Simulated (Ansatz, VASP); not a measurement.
## CsMoPb4 in VASP and in Ansatz

Contents of INCAR:

```
SYSTEM = CsMoPb4
PREC = Accurate
ENCUT = 520
EDIFF = 1E-6
ISMEAR = 0
SIGMA = 0.1
LREAL = .False.
LASPH = .True.
NELM = 80
ALGO = Fast
ISIF = 2
LWAVE = .False.
LCHARG = .False.
GGA = PE
NBANDS = 48
```

KPOINTS

```
regular mesh
0
Gamma
  3 3 4
  0 0 0
```

Contents of POSCAR:

```
CsMoPb4
1.0
    6.5045151000      0.0000000000      0.0000000000
   -3.2522575500      5.6330753200      0.0000000000
    0.0000000000      0.0000000000      6.3665214600
Cs Mo Pb
1 1 4
Direct
    0.0000000000      0.0000000000      0.0000000000
    0.0000000000      0.0000000000      0.5000000000
    0.3333333300      0.6666666700      0.5000000000
    0.6666666700      0.3333333300      0.5000000000
    0.3333333300      0.6666666700      0.0000000000
    0.6666666700      0.3333333300      0.0000000000
```

Input for Ansatz:

```yaml
crystal:
  lattice:
    - [6.5045151, 0.0, 0.0]
    - [-3.25225755, 5.63307532, 0.0]
    - [0.0, 0.0, 6.36652146]
  atoms:
    - { symbol: Cs, position: [0.0, 0.0, 0.0] }
    - { symbol: Mo, position: [0.0, 0.0, 0.5] }
    - { symbol: Pb, position: [0.33333333, 0.66666667, 0.5] }
    - { symbol: Pb, position: [0.66666667, 0.33333333, 0.5] }
    - { symbol: Pb, position: [0.33333333, 0.66666667, 0.0] }
    - { symbol: Pb, position: [0.66666667, 0.33333333, 0.0] }
basis:
  ecutwfc: 420
kpoints:
  mp_grid: { grid: [3, 3, 4] }
hamiltonian:
  xc: pbe
scf:
  occupations: { method: gaussian, width: 0.1 }
  lower_state_search: "off"
output:
  forces: true
  stress: true
  eigenvalues: true
```

Alike in both runs: task single point; functional PBE; k mesh 3 × 3 × 4; occupations gaussian, width 0.1 eV; no spin polarisation.

|  | VASP | Ansatz |
| --- | --- | --- |
| version | VASP 6.6.1 | Ansatz 0.2.0 |
| potentials or method | VASP PAW PBE potentials, release 64 (Cs_sv, Mo_sv, Pb_d), cutoff 520 eV | scalar-relativistic, plane waves, PAW |
| valence electrons in the cell | 79 | 79 |

|  | VASP | Ansatz | Ansatz less VASP |
| --- | --- | --- | --- |
| gap on the k mesh at the Fermi level (eV) | none | none | - |
| pressure (GPa) | -3.7 | -3.7 | -0.01 |
| traceless stress, the component that is largest in VASP (GPa) | 3.35 | 3.33 | -0.018 |

A gap of «none» marks a metal or a gap that the smearing closes.

The k mesh is coarse, so the values compare programs but aren't converged. Spin-orbit coupling is off throughout.
